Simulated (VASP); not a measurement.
Ta3RhN4, 8 atoms in the cell. The typed cell holds 8 atoms: a = 2.988 Å, b = 2.988 Å, c = 10.057 Å, α = 90.00°, β = 90.00°, γ = 90.00°. 

```yaml
Program: VASP 6.6.1
Task: single point
Functional: PBE
Potentials_or_basis: VASP PAW PBE potentials, release 64 (Ta_pv, Rh_pv, N)
Cutoff: 520 eV
k_mesh: 8 × 8 × 2
Occupations: gaussian, width 0.2 eV
Spin: no spin polarisation
Dipole_correction: no
Further_INCAR_settings: ALGO = Normal; EDIFF = 1e-07; NBANDS = 44
```

Potentials or basis: VASP PAW PBE potentials, release 64 (Ta_pv, Rh_pv, N).

Run with:

```bash
$ cat potpaw_PBE.64/Ta_pv/POTCAR potpaw_PBE.64/Rh_pv/POTCAR potpaw_PBE.64/N/POTCAR > POTCAR
$ mpirun -np 1 vasp_std > vasp.out
```

Hardware: 1 thread of Oxide Virtual Turin-like Processor, with other jobs on the host.

Question: Estimate the wall time of this run.

Answer: It took 6.9 min on 1 thread of Oxide Virtual Turin-like Processor (shared host), peak memory 0.33 GiB. Counts: scf iterations 19, k points 68.
